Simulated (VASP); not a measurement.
Set up this calculation in VASP 6.6.1, as the native input.

* Task: single point
* Functional: PBE
* Potentials or basis: VASP PAW PBE potentials, release 64 (Ti_sv)
* Cutoff: 520 eV
* k mesh: 18 × 18 × 18
* Occupations: gaussian, width 0.15 eV
* Spin: no spin polarisation
* Dipole correction: no
* Further INCAR settings: ALGO = Fast; EDIFF = 1e-07; NBANDS = 12

The structure of Ti lies in POSCAR:

```
Ti
1.0
    0.0000000000      1.9598498616      2.0558584513
    1.9119483597      0.0000000000      2.0558584513
    1.9119483597      1.9598498616      0.0000000000
Ti
1
Direct
    0.0000000000      0.0000000000      0.0000000000
```

This cell differs from its parent crystal: normal strain along x -0.0700, normal strain along y -0.0467.

The input as run:

INCAR

```
ALGO = Fast ; EDIFF = 1E-7
ENCUT = 520 ; GGA = PE
ISIF = 2 ; ISMEAR = 0
LASPH = T ; LCHARG = T
LELF = T ; LREAL = F
LVHAR = T ; LWAVE = F
NBANDS = 12 ; NELM = 100
PREC = Accurate ; SIGMA = 0.15
```

KPOINTS

```
k-points
0
Gamma
  18 18 18
```

Potentials or basis: VASP PAW PBE potentials, release 64 (Ti_sv).

Launch:

```console
$ cat potpaw_PBE.64/Ti_sv/POTCAR > POTCAR
$ mpirun -np 1 vasp_std > vasp.out
```

Results of the run:

```
Pressure               : 15.4 GPa
Band gap on the k mesh : zero (bands 6 and 7 overlap by 1.30 eV)
```

Caveat: the cell differs from its parent crystal (normal strain along x -0.0700, normal strain along y -0.0467); the cell stands under pressure.

It took 5.7 min on 1 thread of Intel Xeon 8259CL, on a shared host, peak memory 0.27 GiB.
